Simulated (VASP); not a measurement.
Input of a VASP 6.6.1 run:

Contents of INCAR:

```
PREC = Accurate
ENCUT = 520
EDIFF = 1E-6
ISMEAR = -1
SIGMA = 0.03
LREAL = F
LASPH = T
NELM = 80
ALGO = Normal
ISIF = 2
LWAVE = F
LCHARG = T
GGA = CA
LELF = T
LVHAR = T
NBANDS = 35
```

KPOINTS

```
regular mesh
0
Gamma
  4 4 6
```

The input POSCAR:

```
SnO2
1.0
    4.7373500000      0.0000000000      0.0000000000
    0.0000000000      4.7373500000      0.0000000000
    0.0000000000      0.0000000000      3.2501280000
Sn O
2 4
Direct
    0.0000000000      0.0000000000      0.0000000000
    0.5000000000      0.5000000000      0.5000000000
    0.3056200000      0.3056200000      0.0000000000
    0.1943800000      0.8056200000      0.5000000000
    0.6943800000      0.6943800000      0.0000000000
    0.8056200000      0.1943800000      0.5000000000
```

Potentials or basis: VASP PAW LDA potentials, release 64 (Sn_d, O).

Launch:

```sh
$ cat potpaw_LDA.64/Sn_d/POTCAR potpaw_LDA.64/O/POTCAR > POTCAR
$ mpirun -np 1 vasp_std > vasp.out
```

Question: Predict the largest force.

Answer: 0.172 eV/Å.

Question: What does it give for the pressure?

Answer: -4.7 GPa.

Question: Predict the band gap on the k mesh.

Answer: 0.85 eV, direct.

Forces in eV/Å, atoms in the order of the input:
```
Sn   0.000  0.000  0.000
Sn   0.000  0.000  0.000
O    0.122  0.122  0.000
O   -0.122  0.122  0.000
O   -0.122 -0.122  0.000
O    0.122 -0.122  0.000
```

Caveat: the cell differs from its parent crystal (zz strain of +2 %); spin-orbit coupling is left out, which moves the levels of the heavy elements.
